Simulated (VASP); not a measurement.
Set up this calculation in VASP 6.6.1, as the native input.

```yaml
Task: single point
Functional: PBE
Potentials_or_basis: VASP PAW PBE potentials, release 64 (Ti_sv, Al)
Cutoff: 520 eV
k_mesh: 18 × 18 × 10
Occupations: gaussian, width 0.15 eV
Spin: no spin polarisation
Dipole_correction: no
Further_INCAR_settings: ALGO = Fast; EDIFF = 1e-06; NBANDS = 14
```

The structure of TiAl lies in POSCAR:

```
TiAl
1.0
    2.8809683428      0.0000000000      0.0000000000
   -1.4404841714      2.4949917724      0.0000000000
    0.0000000000      0.0000000000      4.6484095146
Ti Al
1 1
Direct
    0.0000000000      0.0000000000      0.0000000000
    0.3333333333      0.6666666667      0.5000000000
```

These files were run (other wordings do the same):

INCAR

```
PREC = Accurate
ENCUT = 520
EDIFF = 1E-6
ISMEAR = 0
SIGMA = 0.15
LREAL = False
LASPH = True
NELM = 80
ALGO = Fast
ISIF = 2
LWAVE = False
LCHARG = False
GGA = PE
NBANDS = 14
```

KPOINTS

```
regular mesh
0
Gamma
  18 18 10
```

Potentials or basis: VASP PAW PBE potentials, release 64 (Ti_sv, Al).

Run with:

```bash
$ cat potpaw_PBE.64/Ti_sv/POTCAR potpaw_PBE.64/Al/POTCAR > POTCAR
$ mpirun -np 1 vasp_std > vasp.out
```

Results of the run:

```json
{
  "Pressure": "-0.1 GPa"
}
```

It took 2.2 min on 1 thread of Intel(R) Xeon(R) Platinum 8375C CPU @ 2.90GHz (Ice Lake) (shared host), peak memory 0.24 GiB.
